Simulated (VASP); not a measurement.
# MnO2: single point with PBEsol

MnO2:

```
Mn O
1.0
     2.91095    0.00000    0.00000
    -1.45547    2.52096    0.00000
     0.00000    0.00000   10.42222
Mn O
2 4
Direct
  0.00000 0.00000 0.50000
  0.00000 0.00000 0.00000
  0.66667 0.33333 0.40686
  0.66667 0.33333 0.09314
  0.33333 0.66667 0.59314
  0.33333 0.66667 0.90686
```

This cell differs from its parent crystal: volume scaled by 1.06.

- Program: VASP 6.6.1
- Task: single point
- Functional: PBEsol
- Potentials or basis: VASP PAW PBE potentials, release 64 (Mn_pv, O)
- Cutoff: 520 eV
- k mesh: 11 × 11 × 3
- Occupations: fermi-dirac, width 0.05 eV
- Spin: collinear spin, ferromagnetic start
- Starting moments: [4.0, 4.0, 0.0, 0.0, 0.0, 0.0] μB
- Dipole correction: no
- Further INCAR settings: ALGO = Normal; EDIFF = 1e-06; NBANDS = 38

```
Pressure                                              : -10.4 GPa
Largest force                                         : 0.875 eV/Å
Band gap on the k mesh                                : 0.97 eV, indirect (least direct gap 1.03 eV)
Net moment                                            : 6.00 μB per cell
Site moments                                          : Mn +2.89; O +0.01 μB
Valence electrons inside the program's atomic spheres : Mn 11.64; O 4.94
```

Forces in eV/Å, atoms in the order of the input:
```
Mn   0.000  0.000  0.000
Mn   0.000  0.000  0.000
O    0.000  0.000  0.875
O    0.000  0.000 -0.875
O    0.000  0.000 -0.875
O    0.000  0.000  0.875
```

Stress tensor (GPa, compression positive):
```
-12.19   0.00   0.00
  0.00 -12.19   0.00
  0.00   0.00  -6.89
```

Levels at points of the mesh, in eV from the valence-band top:
Spin up:
```csv
k point,band 26,band 27,band 28,band 29,band 30,band 31
"(0.00, 0.00, 0.00)",-1.17,-0.27,-0.06,2.73,2.73,2.75
```
Spin down:
```csv
k point,band 20,band 21,band 22,band 23,band 24,band 25
"(0.00, 0.00, 0.00)",-1.15,-1.15,-1.07,0.97,0.97,0.97
```

It took 2.2 min on 1 thread of AMD EPYC 9R45 96-Core Processor (Zen 5), on a shared host, peak memory 0.27 GiB.

Caveat: the PAW data sets were made with another functional, which shifts forces and pressure a little; only a ferromagnetic start was run, and an antiferromagnetic order may lie lower in energy. A k mesh can miss the band edges.
